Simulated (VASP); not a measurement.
# As (R-3m) in VASP: notebook

The runs below take As through single point, with LDA, PBE.

All numbers are computed with VASP 6.6.1; they aren't measurements. Logs are shortened: lines on timing, memory, paths and dates and some standing lists are left out, and cuts for length are marked.

**1. The cell of the first run**

It takes space group R-3m (No. 166, trigonal). The conventional cell has a = 3.762 Å, b = 3.762 Å, c = 10.542 Å, α = 90.00°, β = 90.00°, γ = 120.00°. As (site symmetry 3m) has 6 As at 2.51 to 3.14 Å within 3.3 Å.

**2. Single point, LDA**

INCAR

```
SYSTEM = As
  ALGO = Normal
  EDIFF = 1E-6
  ENCUT = 520
  GGA = CA
  ISIF = 2
  ISMEAR = -1
  LASPH = .True.
  LCHARG = .False.
  LREAL = .False.
  LWAVE = .False.
  NBANDS = 12
  NELM = 60
  PREC = Accurate
  SIGMA = 0.05
```

KPOINTS

```
k-points
0
Gamma
  7 7 7
  0 0 0
```

POSCAR

```
As
1.0
    1.8807968987      1.0858785957      3.5140619945
   -1.8807968987      1.0858785957      3.5140619945
    0.0000000000     -2.1717571915      3.5140619945
As
2
Direct
    0.2260000000      0.2260000000      0.2260000000
    0.7740000000      0.7740000000      0.7740000000
```

Potentials or basis: VASP PAW LDA potentials, release 64 (As).

Run with:

```console
cat potpaw_LDA.64/As/POTCAR > POTCAR
mpirun -np 1 vasp_std > vasp.out
```

OUTCAR:

```text
SYSTEM = As
   EDIFF = 1E-6
   ENCUT = 520
   GGA = CA
   ISIF = 2
   ISMEAR = -1
   LASPH = .True.
   LREAL = .False.
   NELM = 60
   PREC = Accurate

 ion  position               nearest neighbor table
   1  0.226  0.226  0.226-   2 2.51   2 2.51   2 2.51
   2  0.774  0.774  0.774-   1 2.51   1 2.51   1 2.51

  LATTYP: Found a trigonal (rhomboedric) cell.
 ALAT       =     4.1310000000
 COS(alpha) =     0.5854247172

  Lattice vectors:

 A1 = (   1.8807968987,   1.0858785957,   3.5140619945)
 A2 = (  -1.8807968987,   1.0858785957,   3.5140619945)
 A3 = (   0.0000000000,  -2.1717571915,   3.5140619945)

Analysis of symmetry for initial positions (statically):
=====================================================================
 Subroutine PRICEL returns:
 Original cell was already a primitive cell.

 Routine SETGRP: Setting up the symmetry group for a
 trigonal (rhombohedral) supercell.

 Subroutine GETGRP returns: Found 12 space group operations
 (whereof 12 operations were pure point group operations)
 out of a pool of 12 trial point group operations.

The static configuration has the point symmetry D_3d.

Analysis of symmetry for dynamics (positions and initial velocities):
=====================================================================
 Subroutine PRICEL returns:
 Original cell was already a primitive cell.

 Routine SETGRP: Setting up the symmetry group for a
 trigonal (rhombohedral) supercell.

 Subroutine GETGRP returns: Found 12 space group operations
 (whereof 12 operations were pure point group operations)
 out of a pool of 12 trial point group operations.

The dynamic configuration has the point symmetry D_3d.

 Subroutine INISYM returns: Found 12 space group operations
 (whereof 12 operations are pure point group operations),
 and found     1 'primitive' translations

----------------------------------------------------------------------------------------

                                     Primitive cell

  volume of cell :      43.0610

  direct lattice vectors                    reciprocal lattice vectors
     1.880796899  1.085878596  3.514061995     0.265844760  0.153485544  0.094856987
    -1.880796899  1.085878596  3.514061995    -0.265844760  0.153485544  0.094856987
     0.000000000 -2.171757191  3.514061995     0.000000000 -0.306971087  0.094856987

  length of vectors
     4.131000000  4.131000000  4.131000000     0.321292852  0.321292852  0.321292852

  position of ions in fractional coordinates (direct lattice)
     0.226000000  0.226000000  0.226000000
     0.774000000  0.774000000  0.774000000

  ion indices of the primitive-cell ions
   primitive index   ion index
                 1           1
                 2           2

----------------------------------------------------------------------------------------

 KPOINTS: k-points

Automatic generation of k-mesh.
 Grid dimensions read from file:
 generate k-points for:    7    7    7

 Generating k-lattice:

  Cartesian coordinates                     Fractional coordinates (reciprocal lattice)
     0.037977823  0.021926506  0.013550998     0.142857143  0.000000000 -0.000000000
    -0.037977823  0.021926506  0.013550998     0.000000000  0.142857143 -0.000000000
     0.000000000 -0.043853012  0.013550998    -0.000000000 -0.000000000  0.142857143

  Length of vectors
     0.045898979  0.045898979  0.045898979

  Shift w.r.t. Gamma in fractional coordinates (k-lattice)
     0.000000000  0.000000000  0.000000000

 Subroutine IBZKPT returns following result:
 ===========================================

 Found     44 irreducible k-points:

 Following reciprocal coordinates:
            Coordinates               Weight
  0.000000  0.000000  0.000000      1.000000
  0.142857  0.000000 -0.000000      6.000000
  0.285714  0.000000  0.000000      6.000000
  0.428571  0.000000 -0.000000      6.000000
  0.142857  0.142857 -0.000000      6.000000
  0.285714  0.142857 -0.000000     12.000000
[... 16 lines left out ...]
  0.285714  0.285714  0.142857      6.000000
  0.428571  0.285714  0.142857     12.000000
 [... further k-points ...]
   k-points           NKPTS =     44   k-points in BZ     NKDIM =     44   number of bands    NBANDS=     12
   number of dos      NEDOS =    301   number of ions     NIONS =      2
   total plane-waves  NPLWV =  32768
   dimension x,y,z NGX =    32 NGY =   32 NGZ =   32
   dimension x,y,z NGXF=    64 NGYF=   64 NGZF=   64
   ions per type =               2
   NGX,Y,Z   is equivalent  to a cutoff of  12.88, 12.88, 12.88 a.u.
   NGXF,Y,Z  is equivalent  to a cutoff of  25.76, 25.76, 25.76 a.u.
 SYSTEM =  As
   PREC   = accura    normal or accurate (medium, high low for compatibility)
   ISTART =      0    job   : 0-new  1-cont  2-samecut
   ICHARG =      2    charge: 1-file 2-atom 10-const
   ISPIN  =      1    spin polarized calculation?
   LNONCOLLINEAR =      F non collinear calculations
   LSORBIT =      F    spin-orbit coupling
   LASPH  =      T    aspherical Exc in radial PAW
   ENCUT  =  520.0 eV  38.22 Ry    6.18 a.u.   7.68  7.68  7.68*2*pi/ulx,y,z
   NELM   =     60;   NELMIN=  2; NELMDL= -5     # of ELM steps
   EDIFF  = 0.1E-05   stopping-criterion for ELM
   LREAL  =      F    real-space projection
   EDIFFG = 0.1E-04   stopping-criterion for IOM
   NSW    =      0    number of steps for IOM
   IBRION =     -1    ionic relax: 0-MD 1-quasi-New 2-CG
   NFREE  =      0    steps in history (QN), initial steepest desc. (CG)
   ISIF   =      2    stress and relaxation
   ISYM   =      2    0-nonsym 1-usesym 2-fastsym
   POTIM  = 0.5000    time-step for ionic-motion
   TEBEG  =    0.0;   TEEND  =   0.0 temperature during run
   PSTRESS=    0.0 pullay stress
   NELECT =      10.0000    total number of electrons
   NUPDOWN=      -1.0000    fix difference up-down
   EMIN   =  10.00;   EMAX   =-10.00  energy-range for DOS
   EFERMI =   0.00;   METHOD = LEGACY
   ISMEAR =    -1;   SIGMA  =   0.05  broadening in eV -4-tet -1-fermi 0-gaus
   EFERMI_NEDOS =   21; number of points for ismear=-14 and -15
   IALGO  =     38    algorithm
   IMIX   =      4    mixing-type and parameters
     AMIX     =   0.40;   BMIX     =  1.00
     AMIX_MAG =   1.60;   BMIX_MAG =  1.00
  volume/ion in A,a.u.               =      21.53       145.29
  Fermi-wavevector in a.u.,A,eV,Ry     =   1.006268  1.901570 13.776916  1.012575
  Thomas-Fermi vector in A             =   2.138999
   LORBIT       =      0    0 simple, 1 ext, 2 COOP (PROOUT), +10 PAW based schemes
   GGA     = CA    functional components
   LHFCALC =     F    Hartree Fock is set to
   AEXX    =    0.0000 exact exchange contribution
   IVDW    =     0    specifies the selected vdW correction
   LEPSILON=     F    determine dielectric tensor
   LRPA    =     F    only Hartree local field effects (RPA)
 non-spin polarized calculation
  energy-cutoff  :      520.00
  volume of cell :       43.06
 maximum number of plane-waves:      1177
   NGX = 15   NGY = 15   NGZ = 15

 number of electron      10.0000000 magnetization

 Free energy of the ion-electron system (eV)
  ---------------------------------------------------
  ext. energy  EPLUGINS =         0.00000000
  ---------------------------------------------------
  free energy    TOTEN  =       -10.78219893 eV

  energy without entropy =      -10.77972283  energy(sigma->0) =      -10.78096088

 E-fermi :   5.4148     XC(G=0): -10.1573

 val. band max:        5.4043278764   @ k =   0.4286   0.0000  -0.0000
 cond. band min:       5.4242762316   @ k =   0.4286   0.2857   0.2857
 fundamental gap:      0.0199483552
 Fermi energy:         5.4148466656

 k-point     1 :       0.0000    0.0000    0.0000
  band No.  band energies     occupation
      1      -9.6343      2.00000
      2      -0.4236      2.00000
      3       2.9610      2.00000
      4       3.4123      2.00000
      5       3.4123      2.00000
      6       7.0026      0.00000
      7       8.3127      0.00000
      8       8.3127      0.00000
      9      12.3242      0.00000
     10      12.3242      0.00000
     11      12.8112      0.00000
     12      14.2543      0.00000

 k-point     2 :       0.1429    0.0000   -0.0000
  band No.  band energies     occupation
      1      -9.3620      2.00000
      2      -1.3129      2.00000
      3       2.8903      2.00000
      4       3.2151      2.00000
      5       3.4765      2.00000
      6       7.2564      0.00000
      7       7.9167      0.00000
      8       8.1051      0.00000
      9      11.1538      0.00000
     10      11.9643      0.00000
     11      12.2603      0.00000
     12      15.6489      0.00000

 k-point     3 :       0.2857    0.0000    0.0000
  band No.  band energies     occupation
      1      -8.5608      2.00000
      2      -3.2207      2.00000
      3       2.6169      2.00000
      4       2.8498      2.00000
      5       4.0890      2.00000
      6       6.3183      0.00000
      7       7.0631      0.00000
      8       7.4370      0.00000
      9      11.7711      0.00000
     10      12.5278      0.00000
     11      13.6302      0.00000
     12      17.8352      0.00000
[... 286 lines left out ...]
 k-point    23 :       0.2857    0.2857    0.1429
  band No.  band energies     occupation
      1      -8.9282      2.00000
      2      -2.6375      2.00000
      3       1.9281      2.00000
      4       2.6787      2.00000
      5       4.7029      2.00000
      6       6.8612      0.00000
      7       7.8390      0.00000
      8       8.5634      0.00000
      9      11.4527      0.00000
     10      13.5211      0.00000
     11      14.5283      0.00000
     12      15.7641      0.00000

 k-point    24 :       0.4286    0.2857    0.1429
  band No.  band energies     occupation
      1      -8.2751      2.00000
      2      -3.4050      2.00000
      3       0.6803      2.00000
      4       1.9606      2.00000
      5       4.3582      2.00000
      6       7.1491      0.00000
      7       8.3998      0.00000
      8       9.3440      0.00000
      9      11.3744      0.00000
     10      14.4733      0.00000
     11      15.7467      0.00000
     12      15.9491      0.00000

 [... further k-points ...]
[... 5 lines left out ...]
  --------------------------------------------------------------------------------------
  -------------------------------------------------------------------------------------
  Total       -0.1955974     -0.1955974     -0.4421214      0.0000000      0.0000000      0.0000000
  in kB       -7.2776275     -7.2776275    -16.4500912      0.0000000      0.0000000      0.0000000
  external PRESSURE =     -10.3351154 kB  Pullay stress =       0.0000000 kB

 VOLUME and BASIS-vectors are now :
 -----------------------------------------------------------------------------
  energy-cutoff  :      520.00
  volume of cell :       43.06
      direct lattice vectors                 reciprocal lattice vectors
     1.880796899  1.085878596  3.514061995     0.265844760  0.153485544  0.094856987
    -1.880796899  1.085878596  3.514061995    -0.265844760  0.153485544  0.094856987
     0.000000000 -2.171757191  3.514061995     0.000000000 -0.306971087  0.094856987

 POSITION                                       TOTAL-FORCE (eV/Angst)
 -----------------------------------------------------------------------------------
      0.00000     -0.00000      2.38253         0.000000     -0.000000      0.295802
      0.00000     -0.00000      8.15965         0.000000      0.000000     -0.295802
 -----------------------------------------------------------------------------------
    total drift:                                0.000000     -0.000000      0.000000

  FREE ENERGIE OF THE ION-ELECTRON SYSTEM (eV)
  ---------------------------------------------------
  free  energy   TOTEN  =       -10.7821989270 eV

  energy  without entropy=      -10.7797228350  energy(sigma->0) =      -10.78096088
```

Run time: 10 s. Hardware: 1 thread of Intel Xeon 6975P-C, shared host; peak memory 0.15 GiB.

What came out:

```
Free energy            : -10.7822 eV
Pressure               : -1.0 GPa
Largest force          : 0.296 eV/Å
Band gap on the k mesh : zero (band 5 reaches 5.42 eV, above the bottom of band 6 at 5.40 eV)
```

Forces in eV/Å, atoms in the order of the input:
```
As   0.000  0.000  0.296
As   0.000  0.000 -0.296
```

**3. Single point, PBE**

INCAR

```
SYSTEM = As
PREC     = Accurate       ! precision mode
ENCUT    = 520            ! plane-wave cutoff, eV
EDIFF    = 1E-6           ! SCF threshold, eV
ISMEAR   = -1             ! smearing method
SIGMA    = 0.05           ! smearing width, eV
LREAL    = .False.        ! projectors in reciprocal space
LASPH    = .True.         ! aspherical terms in the spheres
NELM     = 60             ! most SCF steps
ALGO     = Normal         ! electronic algorithm
ISIF     = 2              ! what is computed and relaxed
LWAVE    = .False.        ! write WAVECAR
LCHARG   = .True.         ! write CHGCAR
GGA      = PE             ! functional
LELF     = .True.         ! ELF
LVHAR    = .True.       
NBANDS   = 12             ! bands
```

KPOINTS

```
regular mesh
0
Gamma
  7 7 7
  0 0 0
```

POSCAR is that of step 2.

Potentials or basis: VASP PAW PBE potentials, release 64 (As).

Run with:

```console
cat potpaw_PBE.64/As/POTCAR > POTCAR
mpirun -np 1 vasp_std > vasp.out
```

Wall time 12 s (1 thread of Intel Xeon 6975P-C, shared host); peak memory 0.17 GiB.

Results (log left out):

```yaml
Free_energy: -9.3381 eV
Pressure: 3.9 GPa
Largest_force: 0.451 eV/Å
Band_gap_on_the_k_mesh: zero (band 5 reaches 5.49 eV, above the bottom of band 6 at 5.47 eV)
```

Forces in eV/Å, atoms in the order of the input:
```
As   0.000  0.000  0.451
As   0.000  0.000 -0.451
```

Stress tensor (GPa, compression positive):
```
4.28 0.00 0.00
0.00 4.28 0.00
0.00 0.00 3.27
```

Levels at points of the mesh, in eV from the Fermi level:
```tsv
k point	band 1	band 2	band 3	band 4	band 5	band 6	band 7	band 8	band 9	band 10
(0.00, 0.00, 0.00)	-15.09	-5.81	-2.50	-2.06	-2.06	1.57	2.88	2.88	6.86	6.86
```
